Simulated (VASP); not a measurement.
Wanted: the native input for a VASP 6.6.1 run.

```yaml
Task: single point
Functional: PBE
Potentials_or_basis: VASP PAW PBE potentials, release 64 (Cd_sv_GW, Os_sv_GW)
Cutoff: 630 eV
k_mesh: 8 × 8 × 8
Occupations: gaussian, width 0.1 eV
Spin: no spin polarisation
Dipole_correction: no
Further_INCAR_settings: ALGO = Normal; EDIFF = 1e-06; NBANDS = 33
```

The structure of CdOs2 lies in POSCAR:

```
CdOs2
1.0
   -1.4229566280      1.4229566280      6.0370333498
    1.4229566280     -1.4229566280      6.0370333498
    1.4229566280      1.4229566280     -6.0370333498
Cd Os
1 2
Direct
    0.0000000000      0.0000000000      0.0000000000
    0.6841055308      0.6841055308      0.0000000000
    0.3158944692      0.3158944692      0.0000000000
```

The input as run:

INCAR

```
SYSTEM = CdOs2
PREC = Accurate
ENCUT = 630
EDIFF = 1E-6
ISMEAR = 0
SIGMA = 0.1
LREAL = .FALSE.
LASPH = .TRUE.
NELM = 120
ALGO = Normal
ISIF = 2
LWAVE = .FALSE.
LCHARG = .TRUE.
GGA = PE
LELF = .TRUE.
LVHAR = .TRUE.
NBANDS = 33
GGA_COMPAT = .FALSE.
```

KPOINTS

```
Automatic mesh
0
G
  8 8 8
  0 0 0
```

Potentials or basis: VASP PAW PBE potentials, release 64 (Cd_sv_GW, Os_sv_GW).

Run with:

```bash
$ cat potpaw_PBE.64/Cd_sv_GW/POTCAR potpaw_PBE.64/Os_sv_GW/POTCAR > POTCAR
$ mpirun -np 1 vasp_std > vasp.out
```

Results of the run:

| Property | Result |
| --- | --- |
| Pressure | -0.4 GPa |
| Largest force | 0.004 eV/Å |
| Band gap on the k mesh | zero (bands 26 and 27 overlap by 2.70 eV) |

Caveat: spin-orbit coupling is left out, which moves the levels of the heavy elements.

It took 7.3 min on 1 thread of Intel(R) Xeon(R) Platinum 8259CL CPU @ 2.50GHz (Skylake/Cascade Lake), with other jobs on the host, peak memory 0.48 GiB.
